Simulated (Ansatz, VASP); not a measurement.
Te2As: VASP beside Ansatz

```
Te As
1.0
     4.23213    0.00000    0.00000
     0.00000    4.23213    0.00000
     0.00000    0.00000    9.86097
Te As
4 2
Direct
  0.50000 0.00000 0.64451
  0.00000 0.50000 0.35549
  0.50000 0.00000 0.03076
  0.00000 0.50000 0.96924
  0.50000 0.00000 0.35976
  0.00000 0.50000 0.64024
```

Change from the starting cell: species swapped into the Ta2Se type (P4/nmm, No. 129).

Alike in both runs: functional PBE; k mesh 4 × 4 × 2; occupations gaussian, width 0.1 eV; no spin polarisation.

Ansatz relaxed the structure, and its values are those at the end. VASP's run is a single point on that final structure, the one shown.

```csv
,VASP,Ansatz
version,VASP 6.6.1,Ansatz 0.2.0
potentials or method,"VASP PAW PBE potentials, release 64 (Te, As), cutoff 520 eV","scalar-relativistic, plane waves, PAW"
valence electrons in the cell,34,94
```

|  | VASP | Ansatz | Ansatz less VASP |
| --- | --- | --- | --- |
| gap on the k mesh at the Fermi level (eV) | none | none | - |
| pressure (GPa) | 0.0 | 0.0 | 0.00 |
| rms of the force components (eV/Å) | 0.017 | 0.012 | -0.0052 |

A gap of «none» marks a metal or a gap that the smearing closes. The functional is the same, so the differences come from potentials, cutoffs and numerics. VASP's potentials hold 34 valence electrons a cell and Ansatz's 94, so a difference there can come from the potentials and not from the codes.

The k mesh is coarse, so the values compare programs but aren't converged. Spin-orbit coupling is off throughout.
